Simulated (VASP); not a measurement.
# Mn (Pm-3m) in VASP: notebook, part 2 of 2

VASP 6.6.1. Earlier steps stand in the parts before.

### Step 4. Relaxation of cell and atoms, RPBE, collinear spin, antiferromagnetic start

This run uses another cell than the first one, of 12.69 Å³/atom.

The input, INCAR:

```
SYSTEM = Mn
PREC     = Accurate       ! precision mode
ENCUT    = 600            ! plane-wave cutoff, eV
EDIFF    = 1E-6           ! SCF threshold, eV
ISMEAR   = -1             ! smearing method
SIGMA    = 0.05           ! smearing width, eV
LREAL    = .False.        ! projectors in reciprocal space
LASPH    = .True.         ! aspherical terms in the spheres
NELM     = 150            ! most SCF steps
ALGO     = Normal         ! electronic algorithm
ISIF     = 3              ! what is computed and relaxed
LWAVE    = .False.        ! write WAVECAR
LCHARG   = .False.        ! write CHGCAR
ISPIN    = 2              ! spin polarisation
MAGMOM   = 3 -3           ! initial moments
LORBIT   = 11             ! projections on sites
LMAXMIX  = 4              ! l up to which the mixer works
GGA      = RP             ! functional
IBRION   = 2              ! ionic algorithm
NSW      = 80             ! ionic steps
EDIFFG   = -0.01          ! ionic threshold
```

The input, KPOINTS:

```
Automatic mesh
0
Gamma
  12 12 12
  0 0 0
```

The input, POSCAR:

```
Mn
1.0
    0.0000000000      2.3324620846      2.3324620846
    2.3324620846      0.0000000000      2.3324620846
    2.3324620846      2.3324620846      0.0000000000
Mn
2
Direct
    0.0000000000      0.0000000000      0.0000000000
    0.5000000000      0.5000000000      0.5000000000
```

Command:

```console
$ cat potpaw_PBE.64/Mn_pv/POTCAR > POTCAR
$ mpirun -np 1 vasp_std > vasp.out
```

Wall time 97 s (1 thread of Intel Xeon 6975P-C (Granite Rapids), shared host); peak memory 0.2 GiB.

Results (log left out):

- Free energy: -15.7478 eV
- Relaxed volume: 14.42 Å³/atom
- Relaxed cell: a = 3.443 Å, b = 3.443 Å, c = 3.443 Å, α = 60.00°, β = 60.00°, γ = 60.00°
- Space group after relaxing (to 0.1 Å): Pm-3m (No. 221)
- Energy gained by relaxing: 55.4 meV/atom
- Ionic steps: 4
- Pressure after relaxing: 0.0 GPa
- Band gap on the k mesh: zero (filled and empty bands overlap)
- Net moment: 0.00 μB per cell
- Site moments: Mn +2.72, -2.72 μB
- Valence electrons inside the program's atomic spheres: Mn 11.71

The path:
| step | energy change (eV) | largest force (eV/Å) | pressure (GPa) | volume (Å³) |
| --- | --- | --- | --- | --- |
| 1 | 0.0000 | 0.0000 | 12.28 | 25.38 |
| 2 | -0.1103 | 0.0000 | -0.66 | 29.12 |
| 3 | -0.1107 | 0.0000 | 0.15 | 28.78 |
| 4 | -0.1108 | 0.0000 | 0.01 | 28.85 |

Final structure:
```yaml
crystal:
  lattice:
    - [0.00000, 2.43424, 2.43424]
    - [2.43424, 0.00000, 2.43424]
    - [2.43424, 2.43424, 0.00000]
  atoms:
    - { symbol: Mn, position: [0.00000, 0.00000, 0.00000] }
    - { symbol: Mn, position: [0.50000, 0.50000, 0.50000] }
```

Levels at points of the mesh, in eV from the Fermi level:
Spin up:
```
           k point  band 10  band 11  band 12  band 13  band 14  band 15  band 16  band 17
(0.00, 0.00, 0.00)    -3.24    -3.24    -3.24     1.53     1.53     1.53     2.22     2.22
(0.50, 0.00, 0.00)    -2.49    -1.70    -1.70    -0.47    -0.47    -0.15     1.05     1.05
(0.50, 0.50, 0.00)    -2.08    -1.67    -1.67    -1.33     1.41     1.41     1.45     2.19
```
Spin down:
| k point | band 10 | band 11 | band 12 | band 13 | band 14 | band 15 | band 16 | band 17 |
| --- | --- | --- | --- | --- | --- | --- | --- | --- |
| (0.00, 0.00, 0.00) | -3.24 | -3.24 | -3.24 | 1.53 | 1.53 | 1.53 | 2.22 | 2.22 |
| (0.50, 0.00, 0.00) | -2.49 | -1.70 | -1.70 | -0.47 | -0.47 | -0.15 | 1.05 | 1.05 |
| (0.50, 0.50, 0.00) | -2.08 | -1.67 | -1.67 | -1.33 | 1.41 | 1.41 | 1.45 | 2.19 |

Caveat: the PAW data sets were made with another functional, which shifts forces and pressure a little.

### Step 5. Single point, RPBE, collinear spin, antiferromagnetic start

This run uses another cell than the first one, of 14.35 Å³/atom.

The input, INCAR:

```
PREC = Accurate
ENCUT = 520
EDIFF = 1E-7
ISMEAR = -1
SIGMA = 0.05
LREAL = F
LASPH = T
NELM = 150
ALGO = Normal
ISIF = 2
LWAVE = F
LCHARG = F
ISPIN = 2
MAGMOM = 2.584 -2.584
LORBIT = 11
LMAXMIX = 4
GGA = RP
NBANDS = 24
```

The input, KPOINTS:

```
Automatic mesh
0
Gamma
  18 18 18
```

The input, POSCAR:

```
Mn
1.0
    0.0000000000      2.4303022430      2.4303022430
    2.4303022430      0.0000000000      2.4303022430
    2.4303022430      2.4303022430      0.0000000000
Mn
2
Direct
    0.0000000000      0.0000000000      0.0000000000
    0.5000000000      0.5000000000      0.5000000000
```

Command:

```console
$ cat potpaw_PBE.64/Mn_pv/POTCAR > POTCAR
$ mpirun -np 1 vasp_std > vasp.out
```

Wall time 2.2 min (1 thread of Intel Xeon 6975P-C (Granite Rapids), shared host); peak memory 0.3 GiB.

Results (log left out):

```
Free energy                                           : -15.7497 eV
Pressure                                              : 0.3 GPa
Band gap on the k mesh                                : zero (filled and empty bands overlap)
Net moment                                            : 0.00 μB per cell
Site moments                                          : Mn +2.70, -2.70 μB
Valence electrons inside the program's atomic spheres : Mn 11.71
```

Levels at points of the mesh, in eV from the Fermi level:
Spin up:
| k point | band 11 | band 12 | band 13 | band 14 | band 15 | band 16 |
| --- | --- | --- | --- | --- | --- | --- |
| (0.00, 0.00, 0.00) | -3.24 | -3.24 | 1.55 | 1.55 | 1.55 | 2.24 |
| (0.50, 0.00, 0.00) | -1.68 | -1.68 | -0.48 | -0.48 | -0.12 | 1.05 |
| (0.50, 0.50, 0.00) | -1.65 | -1.65 | -1.33 | 1.41 | 1.41 | 1.46 |
Spin down:
```tsv
k point	band 10	band 11	band 12	band 13	band 14	band 15	band 16	band 17
(0.00, 0.00, 0.00)	-3.24	-3.24	-3.24	1.55	1.55	1.55	2.24	2.24
(0.50, 0.00, 0.00)	-2.48	-1.68	-1.68	-0.48	-0.48	-0.12	1.05	1.05
(0.50, 0.50, 0.00)	-2.08	-1.65	-1.65	-1.33	1.41	1.41	1.46	2.21
```

Caveat: the PAW data sets were made with another functional, which shifts forces and pressure a little.

### Step 6. The runs side by side

| task | cell | k mesh | cutoff (eV) | gap on the mesh (eV) | pressure (GPa) | moment (μB) |
| --- | --- | --- | --- | --- | --- | --- |
| single point | a = 3.526 Å, angles 60.0°, 2 atoms | 13 × 13 × 13 | 520 | none | -3.5 | 0.00 |
| single point | a = 3.569 Å, angles 60.0°, 2 atoms | 13 × 13 × 13 | 520 | none | -4.6 | 0.00 |
| relaxation of cell and atoms | relaxed from a = 3.299 Å, angles 60.0°, 2 atoms | 12 × 12 × 12 | 600 | none | 0.0 | 0.00 |
| single point | a = 3.437 Å, angles 60.0°, 2 atoms | 18 × 18 × 18 | 520 | none | 0.3 | 0.00 |

Alike in all rows: level RPBE; potentials or basis VASP PAW PBE potentials, release 64 (Mn_pv); spin collinear, antiferromagnetic start; smearing fermi-dirac 0.05 eV.

Caveats: the PAW data sets were made with another functional, which shifts forces and pressure a little; the cell stands under tension (at least some runs).

Total energies depend on the potentials used, so only differences within one code and one set of settings carry meaning.
